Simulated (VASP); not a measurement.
Write the native input for VASP 6.6.1 that does the following.

* Task: single point
* Functional: PBE
* Potentials or basis: VASP PAW PBE potentials, release 64 (Sc_sv, Ga_d, P)
* Cutoff: 520 eV
* k mesh: 6 × 6 × 2
* Occupations: gaussian, width 0.1 eV
* Spin: no spin polarisation
* Dipole correction: no
* Further INCAR settings: ALGO = Normal; EDIFF = 1e-07; NBANDS = 34

The structure of Sc2GaP3 lies in POSCAR:

```
Sc2GaP3
1.0
    4.2196698400      0.0000000000      0.0000000000
   -2.1098349200      3.6543412800      0.0000000000
    0.0000000000      0.0000000000      8.2887415200
Sc Ga P
2 1 3
Direct
    0.3333333300      0.6666666700      0.2478150000
    0.3333333300      0.6666666700      0.7521850000
    0.6666666700      0.3333333300      0.0000000000
    0.6666666700      0.3333333300      0.5000000000
    0.0000000000      0.0000000000      0.0000000000
    0.0000000000      0.0000000000      0.5000000000
```

The input as run:

INCAR

```
SYSTEM = Sc2GaP3
PREC = Accurate ; ENCUT = 520
EDIFF = 1E-7 ; ISMEAR = 0
SIGMA = 0.1 ; LREAL = .False.
LASPH = .True. ; NELM = 80
ALGO = Normal ; ISIF = 2
LWAVE = .False. ; LCHARG = .False.
GGA = PE ; NBANDS = 34
```

KPOINTS

```
Automatic mesh
0
Gamma
  6 6 2
  0 0 0
```

Potentials or basis: VASP PAW PBE potentials, release 64 (Sc_sv, Ga_d, P).

The run is started by

```console
$ cat potpaw_PBE.64/Sc_sv/POTCAR potpaw_PBE.64/Ga_d/POTCAR potpaw_PBE.64/P/POTCAR > POTCAR
$ mpirun -np 1 vasp_std > vasp.out
```

Results of the run:

- Pressure: -9.8 GPa
- Largest force: 0.542 eV/Å
- Band gap on the k mesh: zero (band 25 reaches 6.16 eV, above the bottom of band 26 at 4.73 eV)

Caveat: the k points lie up to 0.38 Å⁻¹ apart.

Wall time 83 s on 1 thread of Intel(R) Xeon(R) Platinum 8488C (Sapphire Rapids), with other jobs on the host, peak memory 0.27 GiB.
